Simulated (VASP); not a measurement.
# KCl: single point with PBE

The system is KCl.

```
K Cl
1.0
     4.49655    0.00000    0.00000
    -2.24827    3.89413    0.00000
     0.00000    0.00000    7.88589
K Cl
2 2
Direct
  0.00000 0.00000 0.00000
  0.00000 0.00000 0.50000
  0.33333 0.66667 0.25000
  0.66667 0.33333 0.75000
```

```json
{
 "Program": "VASP 6.6.1",
 "Task": "single point",
 "Functional": "PBE",
 "Potentials or basis": "VASP PAW PBE potentials, release 64 (K_sv, Cl)",
 "Cutoff": "520 eV",
 "k mesh": "6 × 6 × 4",
 "Occupations": "gaussian, width 0.01 eV",
 "Spin": "no spin polarisation",
 "Dipole correction": "no",
 "Further INCAR settings": "ALGO = Normal; EDIFF = 1e-07; NBANDS = 24"
}
```

- Pressure: -0.8 GPa
- Band gap on the k mesh: 4.80 eV

Stress tensor (GPa, compression positive):
```
-0.78  0.00  0.00
 0.00 -0.78  0.00
 0.00  0.00 -0.88
```

Levels at points of the mesh, in eV from the valence-band top:
```tsv
k point	band 12	band 13	band 14	band 15	band 16	band 17	band 18	band 19	band 20	band 21
(0.00, 0.00, 0.00)	-0.21	-0.21	-0.13	0.00	0.00	4.80	7.26	7.33	8.07	8.54
(0.50, 0.00, 0.00)	-0.55	-0.44	-0.40	-0.27	-0.19	6.78	7.45	7.61	7.90	9.14
(0.00, 0.00, 0.50)	-0.59	-0.11	-0.11	-0.11	-0.11	5.90	5.90	7.84	7.84	8.96
(0.50, 0.00, 0.50)	-0.78	-0.35	-0.35	-0.23	-0.23	7.33	7.33	7.52	7.52	9.14
```

Run time: 37 s on 1 thread of Intel(R) Xeon(R) 6975P-C (Granite Rapids), with other jobs on the host, peak memory 0.27 GiB.

A k mesh can miss the band edges.
